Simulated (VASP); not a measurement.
# Ga (Fd-3m) in VASP: single point with PBEsol

Aim: the single point of Ga with PBEsol.

Everything below comes from runs of VASP 6.6.1. Logs are shortened: lines on timing, memory, paths and dates and some standing lists are left out, and cuts for length are marked.

## Step 1: The cell of the first run

The structure is cubic, space group Fd-3m (No. 227). The conventional cell has a = 5.764 Å, b = 5.764 Å, c = 5.764 Å, α = 90.00°, β = 90.00°, γ = 90.00°. Within 3.3 Å of Ga (site symmetry -43m) lie 4 Ga at 2.50 Å.

## Step 2: Single point, PBEsol

The input, INCAR:

```
SYSTEM = Ga
  ALGO = Normal
  EDIFF = 1E-6
  ENCUT = 520
  GGA = PS
  ISIF = 2
  ISMEAR = -1
  LASPH = .TRUE.
  LCHARG = .FALSE.
  LREAL = .FALSE.
  LWAVE = .FALSE.
  NBANDS = 20
  NELM = 80
  PREC = Accurate
  SIGMA = 0.1
```

The input, KPOINTS:

```
k-points
0
G
  12 12 12
  0 0 0
```

The input, POSCAR:

```
Ga
1.0
    0.0000000000      2.8821274005      2.8821274005
    2.8821274005      0.0000000000      2.8821274005
    2.8821274005      2.8821274005      0.0000000000
Ga
2
Direct
   -0.1250000000     -0.1250000000     -0.1250000000
    0.1250000000      0.1250000000      0.1250000000
```

Potentials or basis: VASP PAW PBE potentials, release 64 (Ga_d).

Command:

```bash
$ cat potpaw_PBE.64/Ga_d/POTCAR > POTCAR
$ mpirun -np 1 vasp_std > vasp.out
```

OUTCAR:

```text
SYSTEM = Ga
   EDIFF = 1E-6
   ENCUT = 520
   GGA = PS
   ISIF = 2
   ISMEAR = -1
   LASPH = .TRUE.
   LREAL = .FALSE.
   NELM = 80
   PREC = Accurate

 ion  position               nearest neighbor table
   1  0.875  0.875  0.875-   2 2.50   2 2.50   2 2.50   2 2.50
   2  0.125  0.125  0.125-   1 2.50   1 2.50   1 2.50   1 2.50

  LATTYP: Found a face centered cubic cell.
 ALAT       =     5.7642548010

  Lattice vectors:

 A1 = (   0.0000000000,   2.8821274005,   2.8821274005)
 A2 = (   2.8821274005,   0.0000000000,   2.8821274005)
 A3 = (   2.8821274005,   2.8821274005,   0.0000000000)

Analysis of symmetry for initial positions (statically):
=====================================================================
 Subroutine PRICEL returns:
 Original cell was already a primitive cell.

 Routine SETGRP: Setting up the symmetry group for a
 face centered cubic supercell.

 Subroutine GETGRP returns: Found 48 space group operations
 (whereof 12 operations were pure point group operations)
 out of a pool of 48 trial point group operations.

The static configuration has the point symmetry D_3d.
 The point group associated with its full space group is O_h .

Analysis of symmetry for dynamics (positions and initial velocities):
=====================================================================
 Subroutine PRICEL returns:
 Original cell was already a primitive cell.

 Routine SETGRP: Setting up the symmetry group for a
 face centered cubic supercell.

 Subroutine GETGRP returns: Found 48 space group operations
 (whereof 12 operations were pure point group operations)
 out of a pool of 48 trial point group operations.

The dynamic configuration has the point symmetry D_3d.
 The point group associated with its full space group is O_h .

 Subroutine INISYM returns: Found 48 space group operations
 (whereof 12 operations are pure point group operations),
 and found     1 'primitive' translations

----------------------------------------------------------------------------------------

                                     Primitive cell

  volume of cell :      47.8817

  direct lattice vectors                    reciprocal lattice vectors
     0.000000000  2.882127400  2.882127400    -0.173482963  0.173482963  0.173482963
     2.882127400  0.000000000  2.882127400     0.173482963 -0.173482963  0.173482963
     2.882127400  2.882127400  0.000000000     0.173482963  0.173482963 -0.173482963

  length of vectors
     4.075943658  4.075943658  4.075943658     0.300481305  0.300481305  0.300481305

  position of ions in fractional coordinates (direct lattice)
     0.875000000  0.875000000  0.875000000
     0.125000000  0.125000000  0.125000000

  ion indices of the primitive-cell ions
   primitive index   ion index
                 1           1
                 2           2

----------------------------------------------------------------------------------------

 KPOINTS: k-points

Automatic generation of k-mesh.
 Grid dimensions read from file:
 generate k-points for:   12   12   12

 Generating k-lattice:

  Cartesian coordinates                     Fractional coordinates (reciprocal lattice)
    -0.014456914  0.014456914  0.014456914     0.083333333  0.000000000  0.000000000
     0.014456914 -0.014456914  0.014456914     0.000000000  0.083333333  0.000000000
     0.014456914  0.014456914 -0.014456914     0.000000000  0.000000000  0.083333333

  Length of vectors
     0.025040109  0.025040109  0.025040109

  Shift w.r.t. Gamma in fractional coordinates (k-lattice)
     0.000000000  0.000000000  0.000000000

 Subroutine IBZKPT returns following result:
 ===========================================

 Found     72 irreducible k-points:

 Following reciprocal coordinates:
            Coordinates               Weight
  0.000000  0.000000  0.000000      1.000000
  0.083333  0.000000  0.000000      8.000000
  0.166667  0.000000  0.000000      8.000000
  0.250000  0.000000  0.000000      8.000000
  0.333333  0.000000  0.000000      8.000000
  0.416667  0.000000  0.000000      8.000000
[... 16 lines left out ...]
  0.500000  0.166667  0.000000     24.000000
 -0.416667  0.166667  0.000000     24.000000
 [... further k-points ...]
   k-points           NKPTS =     72   k-points in BZ     NKDIM =     72   number of bands    NBANDS=     20
   number of dos      NEDOS =    301   number of ions     NIONS =      2
   total plane-waves  NPLWV =  27000
   dimension x,y,z NGX =    30 NGY =   30 NGZ =   30
   dimension x,y,z NGXF=    60 NGYF=   60 NGZF=   60
   ions per type =               2
   NGX,Y,Z   is equivalent  to a cutoff of  12.24, 12.24, 12.24 a.u.
   NGXF,Y,Z  is equivalent  to a cutoff of  24.47, 24.47, 24.47 a.u.
 SYSTEM =  Ga
   PREC   = accura    normal or accurate (medium, high low for compatibility)
   ISTART =      0    job   : 0-new  1-cont  2-samecut
   ICHARG =      2    charge: 1-file 2-atom 10-const
   ISPIN  =      1    spin polarized calculation?
   LNONCOLLINEAR =      F non collinear calculations
   LSORBIT =      F    spin-orbit coupling
   LASPH  =      T    aspherical Exc in radial PAW
   ENCUT  =  520.0 eV  38.22 Ry    6.18 a.u.   7.58  7.58  7.58*2*pi/ulx,y,z
   NELM   =     80;   NELMIN=  2; NELMDL= -5     # of ELM steps
   EDIFF  = 0.1E-05   stopping-criterion for ELM
   LREAL  =      F    real-space projection
   EDIFFG = 0.1E-04   stopping-criterion for IOM
   NSW    =      0    number of steps for IOM
   IBRION =     -1    ionic relax: 0-MD 1-quasi-New 2-CG
   NFREE  =      0    steps in history (QN), initial steepest desc. (CG)
   ISIF   =      2    stress and relaxation
   ISYM   =      2    0-nonsym 1-usesym 2-fastsym
   POTIM  = 0.5000    time-step for ionic-motion
   TEBEG  =    0.0;   TEEND  =   0.0 temperature during run
   PSTRESS=    0.0 pullay stress
   NELECT =      26.0000    total number of electrons
   NUPDOWN=      -1.0000    fix difference up-down
   EMIN   =  10.00;   EMAX   =-10.00  energy-range for DOS
   EFERMI =   0.00;   METHOD = LEGACY
   ISMEAR =    -1;   SIGMA  =   0.10  broadening in eV -4-tet -1-fermi 0-gaus
   EFERMI_NEDOS =   21; number of points for ismear=-14 and -15
   IALGO  =     38    algorithm
   IMIX   =      4    mixing-type and parameters
     AMIX     =   0.40;   BMIX     =  1.00
     AMIX_MAG =   1.60;   BMIX_MAG =  1.00
  volume/ion in A,a.u.               =      23.94       161.56
  Fermi-wavevector in a.u.,A,eV,Ry     =   1.335599  2.523916 24.270411  1.783825
  Thomas-Fermi vector in A             =   2.464291
   LORBIT       =      0    0 simple, 1 ext, 2 COOP (PROOUT), +10 PAW based schemes
   GGA     = PS    functional components
   LHFCALC =     F    Hartree Fock is set to
   AEXX    =    0.0000 exact exchange contribution
   IVDW    =     0    specifies the selected vdW correction
   LEPSILON=     F    determine dielectric tensor
   LRPA    =     F    only Hartree local field effects (RPA)
 non-spin polarized calculation
  energy-cutoff  :      520.00
  volume of cell :       47.88
 maximum number of plane-waves:      1308
   NGX = 15   NGY = 15   NGZ = 15

 number of electron      26.0000022 magnetization

 Free energy of the ion-electron system (eV)
  ---------------------------------------------------
  ext. energy  EPLUGINS =         0.00000000
  ---------------------------------------------------
  free energy    TOTEN  =        -6.05088066 eV

  energy without entropy =       -6.01045711  energy(sigma->0) =       -6.03066889

 E-fermi :   2.7931     XC(G=0):  -9.7327

 val. band max:        2.7904525419   @ k =  -0.4167   0.3333   0.0000
 cond. band min:       2.8409786035   @ k =   0.3333   0.2500   0.0000
 fundamental gap:      0.0505260617
 Fermi energy:         2.7931091692

 k-point     1 :       0.0000    0.0000    0.0000
  band No.  band energies     occupation
      1     -11.9472      2.00000
      2     -11.9472      2.00000
      3     -11.9472      2.00000
      4     -11.9009      2.00000
      5     -11.9009      2.00000
      6     -11.5541      2.00000
[... 12 lines left out ...]
     19      10.6296      0.00000
     20      14.1832      0.00000

 k-point     2 :       0.0833    0.0000    0.0000
  band No.  band energies     occupation
      1     -11.9559      2.00000
      2     -11.9559      2.00000
      3     -11.9457      2.00000
      4     -11.8889      2.00000
      5     -11.8889      2.00000
      6     -11.5590      2.00000
[... 12 lines left out ...]
     19      11.1706      0.00000
     20      13.3326      0.00000

 k-point     3 :       0.1667    0.0000    0.0000
  band No.  band energies     occupation
      1     -11.9689      2.00000
      2     -11.9689      2.00000
      3     -11.9417      2.00000
      4     -11.8674      2.00000
      5     -11.8674      2.00000
      6     -11.5692      2.00000
[... 12 lines left out ...]
     19      12.1206      0.00000
     20      12.7255      0.00000

 k-point     4 :       0.2500    0.0000    0.0000
  band No.  band energies     occupation
      1     -11.9775      2.00000
      2     -11.9775      2.00000
      3     -11.9362      2.00000
      4     -11.8489      2.00000
      5     -11.8489      2.00000
      6     -11.5778      2.00000
[... 12 lines left out ...]
     19      12.0050      0.00000
     20      12.7621      0.00000

 k-point     5 :       0.3333    0.0000    0.0000
  band No.  band energies     occupation
      1     -11.9810      2.00000
      2     -11.9810      2.00000
      3     -11.9308      2.00000
      4     -11.8380      2.00000
      5     -11.8380      2.00000
      6     -11.5900      2.00000
[... 12 lines left out ...]
     19      12.7111      0.00000
     20      13.5132      0.00000

 k-point     6 :       0.4167    0.0000    0.0000
  band No.  band energies     occupation
      1     -11.9812      2.00000
      2     -11.9812      2.00000
      3     -11.9269      2.00000
      4     -11.8341      2.00000
      5     -11.8341      2.00000
      6     -11.5992      2.00000
[... 12 lines left out ...]
     19      14.2188      0.00000
     20      14.7449      0.00000

 k-point     7 :       0.5000    0.0000    0.0000
  band No.  band energies     occupation
      1     -11.9809      2.00000
      2     -11.9809      2.00000
      3     -11.9254      2.00000
      4     -11.8335      2.00000
      5     -11.8335      2.00000
      6     -11.6026      2.00000
[... 12 lines left out ...]
     19      15.3106      0.00000
     20      15.8264      0.00000
[... 277 lines left out ...]
 k-point    20 :       0.2500    0.1667    0.0000
  band No.  band energies     occupation
      1     -11.9856      2.00000
      2     -11.9660      2.00000
      3     -11.9548      2.00000
      4     -11.8540      2.00000
      5     -11.8061      2.00000
      6     -11.6659      2.00000
[... 12 lines left out ...]
     19      12.2875      0.00000
     20      13.6994      0.00000

 k-point    21 :       0.3333    0.1667    0.0000
  band No.  band energies     occupation
      1     -11.9982      2.00000
      2     -11.9732      2.00000
      3     -11.9398      2.00000
      4     -11.8355      2.00000
      5     -11.7880      2.00000
      6     -11.6823      2.00000
[... 12 lines left out ...]
     19      13.6298      0.00000
     20      14.0601      0.00000

 k-point    22 :       0.4167    0.1667    0.0000
  band No.  band energies     occupation
      1     -12.0075      2.00000
      2     -11.9796      2.00000
      3     -11.9213      2.00000
      4     -11.8193      2.00000
      5     -11.7833      2.00000
      6     -11.6828      2.00000
[... 12 lines left out ...]
     19      13.6096      0.00000
     20      15.3777      0.00000

 k-point    23 :       0.5000    0.1667    0.0000
  band No.  band energies     occupation
      1     -12.0121      2.00000
      2     -11.9860      2.00000
      3     -11.9040      2.00000
      4     -11.8049      2.00000
      5     -11.7922      2.00000
      6     -11.6696      2.00000
[... 12 lines left out ...]
     19      13.4954      0.00000
     20      15.7030      0.00000

 k-point    24 :      -0.4167    0.1667    0.0000
  band No.  band energies     occupation
      1     -12.0112      2.00000
      2     -11.9924      2.00000
      3     -11.8926      2.00000
      4     -11.8100      2.00000
      5     -11.7931      2.00000
      6     -11.6500      2.00000
[... 12 lines left out ...]
     19      13.4429      0.00000
     20      14.2940      0.00000

 [... further k-points ...]
[... 5 lines left out ...]
  --------------------------------------------------------------------------------------
  -------------------------------------------------------------------------------------
  Total       -0.0166250     -0.0166250     -0.0166250      0.0000000     -0.0000000     -0.0000000
  in kB       -0.5562929     -0.5562929     -0.5562929      0.0000000     -0.0000000     -0.0000000
  external PRESSURE =      -0.5562929 kB  Pullay stress =       0.0000000 kB

 VOLUME and BASIS-vectors are now :
 -----------------------------------------------------------------------------
  energy-cutoff  :      520.00
  volume of cell :       47.88
      direct lattice vectors                 reciprocal lattice vectors
     0.000000000  2.882127400  2.882127400    -0.173482963  0.173482963  0.173482963
     2.882127400  0.000000000  2.882127400     0.173482963 -0.173482963  0.173482963
     2.882127400  2.882127400  0.000000000     0.173482963  0.173482963 -0.173482963

 POSITION                                       TOTAL-FORCE (eV/Angst)
 -----------------------------------------------------------------------------------
      5.04372      5.04372      5.04372         0.000000      0.000000      0.000000
      0.72053      0.72053      0.72053        -0.000000     -0.000000     -0.000000
 -----------------------------------------------------------------------------------
    total drift:                               -0.000000      0.000000      0.000000

  FREE ENERGIE OF THE ION-ELECTRON SYSTEM (eV)
  ---------------------------------------------------
  free  energy   TOTEN  =        -6.0508806604 eV

  energy  without entropy=       -6.0104571145  energy(sigma->0) =       -6.03066889
```

Wall time 21 s (1 thread of Intel Xeon 6975P-C (Granite Rapids), shared host); peak memory 0.19 GiB.

What came out:

- Free energy: -6.0509 eV
- Pressure: -0.1 GPa
- Band gap on the k mesh: zero (band 13 reaches 5.71 eV, above the bottom of band 14 at 1.24 eV)

Levels at points of the mesh, in eV from the Fermi level:
```csv
k point,band 11,band 12,band 13,band 14,band 15,band 16
"(0.00, 0.00, 0.00)",-9.61,2.92,2.92,2.92,4.01,4.96
"(0.50, 0.00, 0.00)",-7.30,-4.76,1.36,1.36,3.19,5.91
"(0.50, 0.50, 0.00)",-5.57,-5.57,-0.52,-0.52,2.83,2.83
```

Caveat: the PAW data sets were made with another functional, which shifts forces and pressure a little.
